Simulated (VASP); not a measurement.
Input of a VASP 6.6.1 run:

The input INCAR:

```
ALGO = Fast
EDIFF = 1E-7
ENCUT = 520
GGA = PE
ISIF = 2
ISMEAR = 0
LASPH = True
LCHARG = True
LELF = True
LREAL = False
LVHAR = True
LWAVE = False
NBANDS = 12
NELM = 80
PREC = Accurate
SIGMA = 0.05
```

Contents of KPOINTS:

```
k-points
0
Gamma
  8 8 8
```

Contents of POSCAR:

```
In
1.0
   -1.5969179621      1.5969179621      2.6813843290
    1.5969179621     -1.5969179621      2.6813843290
    1.5969179621      1.5969179621     -2.6813843290
In
1
Direct
    0.0000000000      0.0000000000      0.0000000000
```

Potentials or basis: VASP PAW PBE potentials, release 64 (In_d).

Command:

```console
$ cat potpaw_PBE.64/In_d/POTCAR > POTCAR
$ mpirun -np 1 vasp_std > vasp.out
```

(1) What does it give for the pressure?

## Answers

(1) 0.0 GPa.
